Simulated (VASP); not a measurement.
Input of a VASP 6.6.1 run:

File INCAR:

```
SYSTEM = Mo
ALGO = Normal
EDIFF = 1E-7
ENCUT = 520
GGA = PE
ISIF = 2
ISMEAR = 0
LASPH = .True.
LCHARG = .False.
LREAL = .False.
LWAVE = .False.
NBANDS = 13
NELM = 60
PREC = Accurate
SIGMA = 0.05
```

KPOINTS

```
k-points
0
Gamma
  18 18 18
  0 0 0
```

The input POSCAR:

```
Mo
1.0
   -1.5801017721      1.5801017721      1.5801017721
    1.5801017721     -1.5801017721      1.5801017721
    1.5801017721      1.5801017721     -1.5801017721
Mo
1
Direct
    0.0000000000      0.0000000000      0.0000000000
```

Potentials or basis: VASP PAW PBE potentials, release 64 (Mo_sv).

The run is started by

```sh
$ cat potpaw_PBE.64/Mo_sv/POTCAR > POTCAR
$ mpirun -np 1 vasp_std > vasp.out
```

Problem. Predict the band gap on the k mesh.

Solution. Zero (band 7 reaches 16.37 eV, above the bottom of band 8 at 11.10 eV).

Problem. Estimate the pressure.

Solution. 0.5 GPa.
